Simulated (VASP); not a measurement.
# CaO (P1) in VASP: notebook, part 2 of 2

VASP 6.6.1.

**4. Single point, PBE**

File INCAR:

```
SYSTEM = CaO
PREC = Accurate ; ENCUT = 520
EDIFF = 1E-6 ; ISMEAR = -1
SIGMA = 0.02 ; LREAL = Auto
LASPH = .True. ; NELM = 100
ALGO = Normal ; ISIF = 2
LWAVE = .False. ; LCHARG = .True.
GGA = PE ; LELF = .True.
LVHAR = .True. ; NBANDS = 78
```

File KPOINTS:

```
Automatic mesh
0
Gamma
  2 2 2
  0 0 0
```

File POSCAR:

```
CaO
1.0
    0.0000000000      4.7951002376      4.7951002376
    4.7951002376      0.0000000000      4.7951002376
    4.7951002376      4.7951002376      0.0000000000
Ca O
8 8
Direct
   -0.0053300241     -0.0042143019      0.0015526266
    0.0099580817      0.0029019206      0.4948530547
    0.0051483804      0.4967756422     -0.0029121393
   -0.0048443200      0.5040808075      0.5055372943
    0.4997364771     -0.0011800588     -0.0061645218
    0.4985692439     -0.0012864173      0.5001266670
    0.4963539618      0.5019444601      0.0027453024
    0.4995631752      0.5004261394      0.5048992472
    0.2552815248      0.2551801713      0.2496918606
    0.2537774895      0.2451722470      0.7419266175
    0.2530080582      0.7439024886      0.2522187108
    0.2495014579      0.7500770207      0.7515770936
    0.7442243797      0.2510269734      0.2563682591
    0.7473319268      0.2512184189      0.7517310007
    0.7485844554      0.7524475655      0.2461238434
    0.7504072536      0.7523569521      0.7487655778
```

Potentials or basis: VASP PAW PBE potentials, release 64 (Ca_sv, O).

The run is started by

```console
cat potpaw_PBE.64/Ca_sv/POTCAR potpaw_PBE.64/O/POTCAR > POTCAR
mpirun -np 1 vasp_std > vasp.out
```

OUTCAR:

```text
SYSTEM = CaO
   PREC = Accurate
   ENCUT = 520
   EDIFF = 1E-6
   ISMEAR = -1
   LREAL = Auto
   LASPH = .True.
   NELM = 100
   ISIF = 2
   GGA = PE

 ion  position               nearest neighbor table
   1  0.995  0.996  0.002-  15 2.35  12 2.38  14 2.38  10 2.44  11 2.44  13 2.45
   2  0.010  0.003  0.495-  12 2.38   9 2.39  11 2.41  13 2.42  14 2.42  16 2.45
   3  0.005  0.497  0.997-  12 2.39   9 2.41  16 2.41  15 2.42  10 2.43  13 2.43
   4  0.995  0.504  0.506-  16 2.36  10 2.38  11 2.39  14 2.40   9 2.42  15 2.43
   5  0.500  0.999  0.994-  16 2.36  10 2.39  14 2.40  15 2.40  11 2.41   9 2.46
   6  0.499  0.999  0.500-  10 2.34   9 2.37  12 2.39  13 2.39  15 2.40  16 2.40
[... 8 lines left out ...]
  15  0.749  0.752  0.246-   1 2.35   6 2.40   5 2.40   8 2.40   3 2.42   4 2.43
  16  0.750  0.752  0.749-   4 2.36   5 2.36   6 2.40   3 2.41   7 2.42   2 2.45

  LATTYP: Found a face centered cubic cell.
 ALAT       =     9.5902004752

  Lattice vectors:

 A1 = (   0.0000000000,   4.7951002376,   4.7951002376)
 A2 = (   4.7951002376,   0.0000000000,   4.7951002376)
 A3 = (   4.7951002376,   4.7951002376,   0.0000000000)

Analysis of symmetry for initial positions (statically):
=====================================================================
 Subroutine PRICEL returns:
 Original cell was already a primitive cell.

 Routine SETGRP: Setting up the symmetry group for a
 face centered cubic supercell.

 Subroutine GETGRP returns: Found  1 space group operations
 (whereof  1 operations were pure point group operations)
 out of a pool of 48 trial point group operations.

The static configuration has the point symmetry C_1 .

Analysis of symmetry for dynamics (positions and initial velocities):
=====================================================================
 Subroutine PRICEL returns:
 Original cell was already a primitive cell.

 Routine SETGRP: Setting up the symmetry group for a
 face centered cubic supercell.

 Subroutine GETGRP returns: Found  1 space group operations
 (whereof  1 operations were pure point group operations)
 out of a pool of 48 trial point group operations.

The dynamic configuration has the point symmetry C_1 .

 Subroutine INISYM returns: Found  1 space group operations
 (whereof  1 operations are pure point group operations),
 and found     1 'primitive' translations

----------------------------------------------------------------------------------------

                                     Primitive cell

  volume of cell :     220.5073

  direct lattice vectors                    reciprocal lattice vectors
     0.000000000  4.795100238  4.795100238    -0.104273107  0.104273107  0.104273107
     4.795100238  0.000000000  4.795100238     0.104273107 -0.104273107  0.104273107
     4.795100238  4.795100238  0.000000000     0.104273107  0.104273107 -0.104273107

  length of vectors
     6.781295789  6.781295789  6.781295789     0.180606319  0.180606319  0.180606319

  position of ions in fractional coordinates (direct lattice)
     0.994669976  0.995785698  0.001552627
     0.009958082  0.002901921  0.494853055
     0.005148380  0.496775642  0.997087861
     0.995155680  0.504080808  0.505537294
     0.499736477  0.998819941  0.993835478
[... 61 lines left out ...]
  0.000000  0.500000  0.000000      1.000000
  0.000000  0.000000  0.500000      1.000000
  0.500000  0.500000  0.500000      1.000000
  0.500000  0.500000  0.000000      1.000000
  0.000000  0.500000  0.500000      1.000000
  0.500000  0.000000  0.500000      1.000000
   k-points           NKPTS =      8   k-points in BZ     NKDIM =      8   number of bands    NBANDS=     78
   number of dos      NEDOS =    301   number of ions     NIONS =     16
   total plane-waves  NPLWV = 125000
   dimension x,y,z NGX =    50 NGY =   50 NGZ =   50
   dimension x,y,z NGXF=   100 NGYF=  100 NGZF=  100
   ions per type =               8   8
   NGX,Y,Z   is equivalent  to a cutoff of  12.26, 12.26, 12.26 a.u.
   NGXF,Y,Z  is equivalent  to a cutoff of  24.52, 24.52, 24.52 a.u.
 SYSTEM =  CaO
   PREC   = accura    normal or accurate (medium, high low for compatibility)
   ISTART =      0    job   : 0-new  1-cont  2-samecut
   ICHARG =      2    charge: 1-file 2-atom 10-const
   ISPIN  =      1    spin polarized calculation?
   LNONCOLLINEAR =      F non collinear calculations
   LSORBIT =      F    spin-orbit coupling
   LASPH  =      T    aspherical Exc in radial PAW
   ENCUT  =  520.0 eV  38.22 Ry    6.18 a.u.  12.61 12.61 12.61*2*pi/ulx,y,z
   NELM   =    100;   NELMIN=  2; NELMDL= -5     # of ELM steps
   EDIFF  = 0.1E-05   stopping-criterion for ELM
   LREAL  =      T    real-space projection
   EDIFFG = 0.1E-04   stopping-criterion for IOM
   NSW    =      0    number of steps for IOM
   IBRION =     -1    ionic relax: 0-MD 1-quasi-New 2-CG
   NFREE  =      0    steps in history (QN), initial steepest desc. (CG)
   ISIF   =      2    stress and relaxation
   ISYM   =      2    0-nonsym 1-usesym 2-fastsym
   POTIM  = 0.5000    time-step for ionic-motion
   TEBEG  =    0.0;   TEEND  =   0.0 temperature during run
   PSTRESS=    0.0 pullay stress
   NELECT =     128.0000    total number of electrons
   NUPDOWN=      -1.0000    fix difference up-down
   EMIN   =  10.00;   EMAX   =-10.00  energy-range for DOS
   EFERMI =   0.00;   METHOD = LEGACY
   ISMEAR =    -1;   SIGMA  =   0.02  broadening in eV -4-tet -1-fermi 0-gaus
   EFERMI_NEDOS =   21; number of points for ismear=-14 and -15
   IALGO  =     38    algorithm
   IMIX   =      4    mixing-type and parameters
     AMIX     =   0.40;   BMIX     =  1.00
     AMIX_MAG =   1.60;   BMIX_MAG =  1.00
  volume/ion in A,a.u.               =      13.78        93.00
  Fermi-wavevector in a.u.,A,eV,Ry     =   1.365643  2.580691 25.374598  1.864980
  Thomas-Fermi vector in A             =   2.491853
   LORBIT       =      0    0 simple, 1 ext, 2 COOP (PROOUT), +10 PAW based schemes
   GGA     = PE    functional components
   LHFCALC =     F    Hartree Fock is set to
   AEXX    =    0.0000 exact exchange contribution
   IVDW    =     0    specifies the selected vdW correction
   LEPSILON=     F    determine dielectric tensor
   LRPA    =     F    only Hartree local field effects (RPA)
 non-spin polarized calculation
  energy-cutoff  :      520.00
  volume of cell :      220.51
 maximum number of plane-waves:      5961
   NGX = 25   NGY = 25   NGZ = 25

 number of electron     128.0000003 magnetization

 Free energy of the ion-electron system (eV)
  ---------------------------------------------------
  ext. energy  EPLUGINS =         0.00000000
  ---------------------------------------------------
  free energy    TOTEN  =      -102.25315349 eV

  energy without entropy =     -102.25315349  energy(sigma->0) =     -102.25315349

 E-fermi :   2.8622     XC(G=0): -10.5082

 val. band max:        2.4039239986   @ k =   0.0000   0.0000   0.0000
 cond. band min:       6.0224208675   @ k =   0.0000   0.0000   0.0000
 fundamental gap:      3.6184968689
 Fermi energy:         2.8622444924

 k-point     1 :       0.0000    0.0000    0.0000
  band No.  band energies     occupation
      1     -35.2898      2.00000
      2     -35.2209      2.00000
      3     -35.1697      2.00000
      4     -35.1372      2.00000
      5     -35.0943      2.00000
      6     -35.0467      2.00000
[... 621 lines left out ...]
     75       9.0590      0.00000
     76       9.1478      0.00000
 [bands above 76 left out]

------------------------ aborting loop because EDIFF is reached ----------------------------------------

  FORCE on cell =-STRESS in cart. coord.  units (eV):
  Direction    XX          YY          ZZ          XY          YZ          ZX
  --------------------------------------------------------------------------------------
  -------------------------------------------------------------------------------------
  Total        4.4553344      4.3289265      4.3813869      0.0052164     -0.0232970     -0.0006688
  in kB       32.3718729     31.4534097     31.8345796      0.0379014     -0.1692726     -0.0048595
  external PRESSURE =      31.8866207 kB  Pullay stress =       0.0000000 kB

 VOLUME and BASIS-vectors are now :
 -----------------------------------------------------------------------------
  energy-cutoff  :      520.00
  volume of cell :      220.51
      direct lattice vectors                 reciprocal lattice vectors
     0.000000000  4.795100238  4.795100238    -0.104273107  0.104273107  0.104273107
     4.795100238  0.000000000  4.795100238     0.104273107 -0.104273107  0.104273107
     4.795100238  4.795100238  0.000000000     0.104273107  0.104273107 -0.104273107

 POSITION                                       TOTAL-FORCE (eV/Angst)
 -----------------------------------------------------------------------------------
      4.78234      4.77699      9.54443         0.208376      0.054274      0.180149
      2.38679      2.42062      0.06167         0.119080     -0.303990     -0.356846
      7.16323      4.80582      2.40678         0.248802     -0.096676     -0.222789
      4.84122      7.19597      7.18899        -0.297004     -0.012317      0.076824
      9.55498      7.16183      7.18573         0.058994      0.211053      0.077961
      7.18709      4.78885      7.17962         0.047633      0.018564      0.333725
[... 8 lines left out ...]
      4.78825      4.76973      7.19760        -0.055054      0.123422     -0.083388
      7.19803      7.18868      7.20590        -0.067937      0.120953      0.016841
 -----------------------------------------------------------------------------------
    total drift:                                0.004379     -0.002289      0.008899

  FREE ENERGIE OF THE ION-ELECTRON SYSTEM (eV)
  ---------------------------------------------------
  free  energy   TOTEN  =      -102.2531534943 eV

  energy  without entropy=     -102.2531534943  energy(sigma->0) =     -102.25315349
```

It took 6.4 min on 1 thread of Intel Xeon Platinum 8488C (Sapphire Rapids), shared host; peak memory 0.39 GiB.

What came out:

| Item | Value |
| --- | --- |
| Free energy | -102.2532 eV |
| Pressure | 3.2 GPa |
| Largest force | 0.558 eV/Å |
| Band gap on the k mesh | 3.62 eV |

Forces in eV/Å, atoms in the order of the input:
```
Ca   0.208  0.054  0.180
Ca   0.119 -0.304 -0.357
Ca   0.249 -0.097 -0.223
Ca  -0.297 -0.012  0.077
Ca   0.059  0.211  0.078
Ca   0.048  0.019  0.334
Ca  -0.031  0.280  0.007
Ca  -0.426 -0.144  0.021
O   -0.211 -0.305 -0.386
O    0.526  0.146 -0.115
O    0.307 -0.225  0.159
O   -0.045 -0.059 -0.072
O   -0.311  0.137  0.307
O   -0.073  0.054  0.058
O   -0.055  0.123 -0.083
O   -0.068  0.121  0.017
```

Caveat: the k points lie up to 0.57 Å⁻¹ apart; the atoms stand as in a frame of molecular dynamics.

**5. The runs side by side**

| cell | gap on the mesh (eV) | pressure (GPa) | largest force (eV/Å) |
| --- | --- | --- | --- |
| as given, atomic positions A | 3.62 | 3.3 | 0.74 |
| as given, atomic positions B | 3.64 | 3.4 | 0.50 |
| as given, atomic positions C | 3.62 | 3.2 | 0.56 |

Alike in all rows: task single point; level PBE; potentials or basis VASP PAW PBE potentials, release 64 (Ca_sv, O); no spin polarisation; k mesh 2 × 2 × 2; cutoff (eV) 520; smearing fermi-dirac 0.02 eV.

Caveats: all runs use coarse meshes; the atoms stand as in a frame of molecular dynamics.

Absolute energies hang on the potentials; compare differences alone.
